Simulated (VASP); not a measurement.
Input of a VASP 6.6.1 run:

Contents of INCAR:

```
PREC = Accurate ; ENCUT = 520
EDIFF = 1E-6 ; ISMEAR = 0
SIGMA = 0.05 ; LREAL = F
LASPH = T ; NELM = 150
ALGO = Normal ; ISIF = 2
LWAVE = F ; LCHARG = T
ISPIN = 2 ; MAGMOM = 2 -2 0 0
LORBIT = 11 ; LMAXMIX = 4
LDAU = T ; LDAUTYPE = 2
LDAUL = 2 -1 ; LDAUU = 6.2 0
LDAUJ = 0 0 ; LDAUPRINT = 1
GGA = PE ; LELF = T
LVHAR = T ; NBANDS = 28
```

The input KPOINTS:

```
Automatic mesh
0
Gamma
  5 5 3
```

POSCAR

```
NiO
1.0
    0.0000000000      2.1337902789     -2.1337902789
    0.0000000000      2.1337902789      2.1337902789
    4.2675805578      0.0000000000      0.0000000000
Ni O
2 2
Direct
    0.0000000000      0.0000000000      0.0000000000
    0.5000000000      0.5000000000      0.5000000000
    0.0000000000      1.0000000000      0.5000000000
    0.5000000000      1.5000000000      1.0000000000
```

Potentials or basis: VASP PAW PBE potentials, release 64 (Ni, O).

Launch:

```sh
$ cat potpaw_PBE.64/Ni/POTCAR potpaw_PBE.64/O/POTCAR > POTCAR
$ mpirun -np 1 vasp_std > vasp.out
```

(1) Estimate the net moment.

(2) Predict the site moments.

## Answers

(1) 0.00 μB per cell.

(2) Ni +1.84, -1.84; O -0.06, +0.06 μB.

Caveat: the k points lie up to 0.49 Å⁻¹ apart.
